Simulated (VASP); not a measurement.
Here is a VASP 6.6.1 calculation.

File INCAR:

```
SYSTEM = NaH
PREC = Accurate
ENCUT = 520
EDIFF = 1E-7
ISMEAR = 0
SIGMA = 0.01
LREAL = .FALSE.
LASPH = .TRUE.
NELM = 80
ALGO = Normal
ISIF = 2
LWAVE = .FALSE.
LCHARG = .FALSE.
GGA = PS
NBANDS = 11
```

Contents of KPOINTS:

```
regular mesh
0
G
  8 8 8
  0 0 0
```

File POSCAR:

```
NaH
1.0
    0.0000000000      2.3956768562      2.4076552405
    2.3956768562      0.0000000000      2.4076552405
    2.3956768562      2.3956768562      0.0000000000
Na H
1 1
Direct
    0.0000000000      0.0000000000      0.0000000000
    0.5000000000      0.5000000000      0.5000000000
```

Potentials or basis: VASP PAW PBE potentials, release 64 (Na_pv, H).

Launch:

```sh
$ cat potpaw_PBE.64/Na_pv/POTCAR potpaw_PBE.64/H/POTCAR > POTCAR
$ mpirun -np 1 vasp_std > vasp.out
```

Task: Estimate the pressure.

Result: -0.1 GPa.

Task: What does it give for the band gap on the k mesh?

Result: 3.59 eV (least direct gap 4.50 eV).

Stress tensor (GPa, compression positive):
```
-0.06  0.00  0.00
 0.00 -0.06  0.00
 0.00  0.00 -0.23
```

Caveat: the cell differs from its parent crystal (z stretched by +0.5 %, x and y held); the PAW data sets were made with another functional, which shifts forces and pressure a little. A k mesh can miss the band edges.
